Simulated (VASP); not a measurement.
Crystal: Hf3Br.

```
Hf Br
1.0
     3.57919    0.00000    0.00000
     0.00000    3.57919    0.00000
     0.00000    0.00000    9.35866
Hf Br
3 1
Direct
  0.50000 0.50000 0.76217
  0.00000 0.00000 0.50000
  0.50000 0.50000 0.23783
  0.00000 0.00000 0.00000
```

```yaml
Program: VASP 6.6.1
Task: relaxation of cell and atoms
Functional: PBE
Potentials_or_basis: VASP PAW PBE potentials, release 64 (Hf_pv, Br)
Cutoff: 600 eV
k_mesh: 6 × 6 × 2
Occupations: gaussian, width 0.1 eV
Spin: no spin polarisation
```

At the start: pressure -16.0 GPa; volume 29.97 Å³/atom.

Task: Where does the relaxation end?

Result: Over 10 steps the energy falls by 575.7 meV/atom and the volume is 22.68 Å³/atom (-24.3 %); space group P4/mmm (No. 123, to 0.05 Å).

Step by step:
```tsv
step	energy change (eV)	largest force (eV/Å)	pressure (GPa)	volume (Å³)
1	0.0000	1.5291	-16.00	119.89
2	-1.4843	0.5112	21.08	75.08
3	-2.2212	0.4828	-0.08	87.86
4	-2.2213	0.4449	0.58	87.29
5	-2.2412	0.3501	0.66	87.61
6	-2.2846	0.1419	1.00	88.57
7	-2.2561	0.5385	2.00	90.47
8	-2.2966	0.0986	1.32	89.22
9	-2.2914	0.0639	-1.82	92.74
10	-2.3030	0.0293	-0.07	90.71
```

Final structure:
```yaml
crystal:
  lattice:
    - [3.21305, 0.00000, 0.00000]
    - [0.00000, 3.21305, 0.00000]
    - [0.00000, 0.00000, 8.78623]
  atoms:
    - { symbol: Hf, position: [0.50000, 0.50000, 0.74095] }
    - { symbol: Hf, position: [0.00000, 0.00000, 0.50000] }
    - { symbol: Hf, position: [0.50000, 0.50000, 0.25905] }
    - { symbol: Br, position: [0.00000, 0.00000, 0.00000] }
```

Caveat: the volume moved by over 15 % at a fixed basis, so the end points are rough; an odd number of electrons without spin polarisation forces a metal; a magnetic or distorted state may lie lower.
